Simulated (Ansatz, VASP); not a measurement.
One calculation of SiC, two programs

Contents of INCAR:

```
SYSTEM = SiC
PREC = Accurate ; ENCUT = 520
EDIFF = 1E-6 ; ISMEAR = -1
SIGMA = 0.05 ; LREAL = .FALSE.
LASPH = .TRUE. ; NELM = 100
ALGO = Normal ; ISIF = 2
LWAVE = .FALSE. ; LCHARG = .FALSE.
GGA = RE ; NBANDS = 36
```

File KPOINTS:

```
Automatic mesh
0
G
  10 10 2
  0 0 0
```

POSCAR

```
SiC
1.0
    3.0318190065      0.0000000000      0.0000000000
   -1.5159095032      2.6256322793      0.0000000000
    0.0000000000      0.0000000000     14.8603212692
Si C
6 6
Direct
    0.6666666667      0.3333333333      0.4583000000
    0.3333333333      0.6666666667      0.9583000000
    0.6666666667      0.3333333333      0.7917000000
    0.3333333333      0.6666666667      0.2917000000
    0.0000000000      0.0000000000      0.6250000000
    0.0000000000      0.0000000000      0.1250000000
    0.6666666667      0.3333333333      0.3333000000
    0.3333333333      0.6666666667      0.8333000000
    0.6666666667      0.3333333333      0.6667000000
    0.3333333333      0.6666666667      0.1667000000
    0.0000000000      0.0000000000      0.5000000000
    0.0000000000      0.0000000000      0.0000000000
```

Contents of input.yaml:

```yaml
crystal:
  lattice:
    - [3.0318190065, 0.0, 0.0]
    - [-1.5159095032, 2.6256322793, 0.0]
    - [0.0, 0.0, 14.8603212692]
  atoms:
    - { symbol: Si, position: [0.6666666667, 0.3333333333, 0.4583] }
    - { symbol: Si, position: [0.3333333333, 0.6666666667, 0.9583] }
    - { symbol: Si, position: [0.6666666667, 0.3333333333, 0.7917] }
    - { symbol: Si, position: [0.3333333333, 0.6666666667, 0.2917] }
    - { symbol: Si, position: [0.0, 0.0, 0.625] }
    - { symbol: Si, position: [0.0, 0.0, 0.125] }
    - { symbol: C, position: [0.6666666667, 0.3333333333, 0.3333] }
    - { symbol: C, position: [0.3333333333, 0.6666666667, 0.8333] }
    - { symbol: C, position: [0.6666666667, 0.3333333333, 0.6667] }
    - { symbol: C, position: [0.3333333333, 0.6666666667, 0.1667] }
    - { symbol: C, position: [0.0, 0.0, 0.5] }
    - { symbol: C, position: [0.0, 0.0, 0.0] }
hamiltonian:
  xc: revpbe
  pseudopotentials: { kind: paw }
kpoints:
  mp_grid: { grid: [10, 10, 2] }
scf:
  occupations: { method: fermi_dirac, width: 0.05 }
output:
  forces: true
  stress: true
  eigenvalues: true
```

Alike in both runs: task single point; functional revPBE; k mesh 10 × 10 × 2; occupations fermi-dirac, width 0.05 eV; no spin polarisation.

|  | VASP | Ansatz |
| --- | --- | --- |
| version | VASP 6.6.1 | Ansatz 0.2.0 |
| potentials or method | VASP PAW PBE potentials, release 64 (Si, C) | Ansatz PAW |
| plane-wave cutoff (eV) | 520 | 420 |
| valence electrons in the cell | 48 | 48 |

```csv
,VASP,Ansatz,Ansatz less VASP
gap on the k mesh at the Fermi level (eV),2.01,2.01,+0.006
least direct gap on the mesh (eV),3.11,3.12,+0.013
pressure (GPa),17.3,17.8,+0.49
"traceless stress, the component that is largest in VASP (GPa)",0.53,0.52,-0.002
rms of the force components (eV/Å),0.042,0.042,-0.0001
```

VASP's potentials were made for PBE, not for revPBE. Atom by atom the forces differ by 0.000 eV/Å (rms over components). The functional is the same, so the differences come from potentials, cutoffs and numerics.
